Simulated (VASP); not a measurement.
Wanted: the native input for a VASP 6.6.1 run.

```
Task                   : relaxation of cell and atoms
Functional             : PBE
Potentials or basis    : VASP PAW PBE potentials, release 64 (Be, Zn, Se)
Cutoff                 : 600 eV
k mesh                 : 4 × 4 × 4
Occupations            : gaussian, width 0.01 eV
Spin                   : no spin polarisation
Dipole correction      : no
Further INCAR settings : ALGO = Normal; EDIFF = 1e-07; IBRION = 2; EDIFFG = -0.001; NSW = 80; ISIF = 3
```

The structure of Be3ZnSe4 lies in POSCAR:

```
Be3ZnSe4
1.0
    5.3199647473      0.0000000000      0.0000000000
    0.0000000000      5.3199647473      0.0000000000
    0.0000000000      0.0000000000      5.3199647473
Be Zn Se
3 1 4
Direct
    0.5000000000      0.0000000000      0.0000000000
    0.0000000000      0.0000000000      0.5000000000
    0.0000000000      0.5000000000      0.0000000000
    0.5000000000      0.5000000000      0.5000000000
    0.7627674083      0.2372325917      0.7627674083
    0.7627674083      0.7627674083      0.2372325917
    0.2372325917      0.2372325917      0.2372325917
    0.2372325917      0.7627674083      0.7627674083
```

The input as run:

INCAR

```
  PREC = Accurate
  ENCUT = 600
  EDIFF = 1E-7
  ISMEAR = 0
  SIGMA = 0.01
  LREAL = False
  LASPH = True
  NELM = 120
  ALGO = Normal
  ISIF = 3
  LWAVE = False
  LCHARG = False
  GGA = PE
  IBRION = 2
  NSW = 80
  EDIFFG = -0.001
  GGA_COMPAT = False
  NELMIN = 4
```

KPOINTS

```
regular mesh
0
Gamma
  4 4 4
```

Potentials or basis: VASP PAW PBE potentials, release 64 (Be, Zn, Se).

Launch:

```bash
$ cat potpaw_PBE.64/Be/POTCAR potpaw_PBE.64/Zn/POTCAR potpaw_PBE.64/Se/POTCAR > POTCAR
$ mpirun -np 1 vasp_std > vasp.out
```

Results of the run:

```json
{
  "Relaxed volume": "18.87 Å³/atom",
  "Relaxed cell": "a = 5.325 Å, b = 5.325 Å, c = 5.325 Å, α = 90.00°, β = 90.00°, γ = 90.00°",
  "Space group after relaxing (to 0.1 Å)": "P-43m (No. 215)",
  "Energy gained by relaxing": "0.0 meV/atom",
  "Ionic steps": "6",
  "Pressure after relaxing": "0.0 GPa",
  "Band gap on the k mesh": "2.75 eV"
}
```

Wall time 6.7 min on 1 thread of Intel Xeon 8259CL, with other jobs on the host, peak memory 0.36 GiB.
